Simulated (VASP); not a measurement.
Wanted: the native input for a VASP 6.6.1 run.

| Quantity | Value |
| --- | --- |
| Task | relaxation of the atoms |
| Functional | PBEsol |
| Potentials or basis | VASP PAW PBE potentials, release 64 (Sc_sv, Pd) |
| Cutoff | 520 eV |
| k mesh | 11 × 11 × 11 |
| Occupations | fermi-dirac, width 0.05 eV |
| Spin | no spin polarisation |
| Dipole correction | no |
| Further INCAR settings | ALGO = Normal; EDIFF = 1e-06; IBRION = 2; EDIFFG = -0.01; NSW = 50 |

The structure of ScPd lies in POSCAR:

```
ScPd
1.0
    2.5284121476      0.0000000000      0.0000000000
    0.0000000000      2.5284121476      0.0000000000
    0.0000000000      0.0000000000      2.5284121476
Sc Pd
1 1
Direct
    0.5000000000      0.5000000000      0.5000000000
    0.0000000000      0.0000000000      0.0000000000
```

The input as run:

INCAR

```
SYSTEM = ScPd
PREC = Accurate
ENCUT = 520
EDIFF = 1E-6
ISMEAR = -1
SIGMA = 0.05
LREAL = .False.
LASPH = .True.
NELM = 60
ALGO = Normal
ISIF = 2
LWAVE = .False.
LCHARG = .False.
GGA = PS
IBRION = 2
NSW = 50
EDIFFG = -0.01
```

KPOINTS

```
Automatic mesh
0
Gamma
  11 11 11
  0 0 0
```

Potentials or basis: VASP PAW PBE potentials, release 64 (Sc_sv, Pd).

The run is started by

```console
$ cat potpaw_PBE.64/Sc_sv/POTCAR potpaw_PBE.64/Pd/POTCAR > POTCAR
$ mpirun -np 1 vasp_std > vasp.out
```

Results of the run:

| Item | Value |
| --- | --- |
| Pressure after relaxing | 464.8 GPa |

Caveat: the relaxation stopped at its first step, so nothing moved; the PAW data sets were made with another functional, which shifts forces and pressure a little.

It took 12 s on 1 thread of Intel(R) Xeon(R) Platinum 8259CL CPU @ 2.50GHz (Skylake/Cascade Lake) (shared host), peak memory 0.13 GiB.
